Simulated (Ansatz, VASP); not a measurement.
One calculation of BeSe, two programs

```
Be Se
1.0
     0.00000    2.58397    2.58397
     2.58397    0.00000    2.58397
     2.58397    2.58397    0.00000
Be Se
1 1
Cartesian
  0.0000 0.0000 0.0000
  1.2920 1.2920 1.2920
```

Alike in both runs: task single point; functional PBE; k mesh 6 × 6 × 6; occupations gaussian, width 0.1 eV; no spin polarisation.

```csv
,VASP,Ansatz
version,VASP 6.6.1,Ansatz 0.2.0
potentials or method,"VASP PAW PBE potentials, release 64 (Be, Se), cutoff 600 eV","scalar-relativistic, plane waves, PAW"
valence electrons in the cell,8,18
```

```tsv
	VASP	Ansatz	Ansatz less VASP
gap on the k mesh at the Fermi level (eV)	2.65	2.66	+0.011
least direct gap on the mesh (eV)	4.26	4.26	+0.001
pressure (GPa)	0.7	0.5	-0.19
```

VASP's potentials hold 8 valence electrons a cell and Ansatz's 18, so a difference there can come from the potentials and not from the codes.
